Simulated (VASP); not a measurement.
# TlO2: single point with r2SCAN

The system is TlO2.

```xyz
6
Lattice="4.9311 0.0000 0.0000 0.0000 4.9311 0.0000 0.0000 0.0000 3.5032" Properties=species:S:1:pos:R:3 pbc="T T T"
Tl    0.0000    0.0000    0.0000
Tl    2.4655    2.4655    1.7516
O     1.5191    1.5191    0.0000
O     0.9464    3.9846    1.7516
O     3.4119    3.4119    0.0000
O     3.9846    0.9464    1.7516
```

- Program: VASP 6.6.1
- Task: single point
- Functional: r2SCAN
- Potentials or basis: VASP PAW PBE potentials, release 64 (Tl_d, O)
- Cutoff: 660 eV
- k mesh: 8 × 8 × 12
- Occupations: gaussian, width 0.1 eV
- Spin: no spin polarisation
- Dipole correction: no
- Further INCAR settings: ALGO = Normal; EDIFF = 1e-06; NBANDS = 34

The pressure is 0.4 GPa and the band gap on the k mesh is zero (bands 25 and 26 overlap by 1.21 eV).

Stress tensor (GPa, compression positive):
```
0.32 0.00 0.00
0.00 0.32 0.00
0.00 0.00 0.57
```

Levels at points of the mesh, in eV from the Fermi level:
```
           k point  band 21  band 22  band 23  band 24  band 25  band 26  band 27  band 28  band 29  band 30
(0.00, 0.00, 0.00)    -0.55    -0.55    -0.01     0.09     0.09     0.22     0.98     6.37     7.85     7.85
(0.50, 0.00, 0.00)    -0.86    -0.86    -0.15    -0.15    -0.03    -0.03     4.35     4.35     8.36     8.36
(0.50, 0.50, 0.00)    -1.38    -1.38    -0.34    -0.34     0.04     0.04     4.85     4.85     8.36     8.36
(0.00, 0.00, 0.50)    -1.32    -1.32    -1.00    -1.00    -0.65    -0.65     5.76     5.76    10.68    10.68
(0.50, 0.00, 0.50)    -0.76    -0.76    -0.74    -0.74     0.56     0.56     6.13     6.13     9.34     9.34
(0.50, 0.50, 0.50)    -0.73    -0.73    -0.60    -0.60    -0.46    -0.46     5.09     5.09    10.00    10.00
```

Wall time 19 min on 1 thread of Oxide Virtual Turin-like Processor, with other jobs on the host, peak memory 0.43 GiB.

Caveat: the PAW data sets were made with another functional, which shifts forces and pressure a little; spin-orbit coupling is left out, which moves the levels of the heavy elements.
